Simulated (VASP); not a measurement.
Write the native input for VASP 6.6.1 that does the following.

* Task: single point
* Functional: LDA
* Potentials or basis: VASP PAW LDA potentials, release 64 (Ca_sv, Si)
* Cutoff: 520 eV
* k mesh: 8 × 8 × 8
* Occupations: gaussian, width 0.05 eV
* Spin: no spin polarisation
* Dipole correction: no
* Further INCAR settings: ALGO = Normal; EDIFF = 1e-07; NBANDS = 19

The structure of Ca2Si lies in POSCAR:

```
Ca2Si
1.0
    0.0000000000      3.6242863276      3.2566051060
    3.6242863276      0.0000000000      3.2566051060
    3.6242863276      3.6242863276      0.0000000000
Ca Si
2 1
Direct
    0.7267257627      0.7267257627      0.7732742373
    0.2732742373      0.2732742373      0.2267257627
    0.0000000000      0.0000000000      0.0000000000
```

This cell differs from its parent crystal: atoms displaced along a vibrational mode, the cell strained.

The input as run:

INCAR

```
PREC = Accurate
ENCUT = 520
EDIFF = 1E-7
ISMEAR = 0
SIGMA = 0.05
LREAL = F
LASPH = T
NELM = 100
ALGO = Normal
ISIF = 2
LWAVE = F
LCHARG = T
LELF = T
LVHAR = T
NBANDS = 19
```

KPOINTS

```
Automatic mesh
0
Gamma
  8 8 8
```

Potentials or basis: VASP PAW LDA potentials, release 64 (Ca_sv, Si).

Run with:

```sh
$ cat potpaw_LDA.64/Ca_sv/POTCAR potpaw_LDA.64/Si/POTCAR > POTCAR
$ mpirun -np 1 vasp_std > vasp.out
```

It gave:

```json
{
 "Pressure": "0.4 GPa",
 "Largest force": "1.243 eV/Å",
 "Band gap on the k mesh": "0.08 eV"
}
```

Caveat: the cell differs from its parent crystal (atoms displaced along a vibrational mode, the cell strained); the stress differs along the axes, from -2 to 6 GPa; semilocal functionals underestimate gaps, and a narrow one can read as zero; forces of over 1 eV/Å act on the atoms, so gaps and moduli don't describe the material at rest.

Run time: 76 s on 1 thread of Intel(R) Xeon(R) 6975P-C (Granite Rapids), on a shared host, peak memory 0.28 GiB.
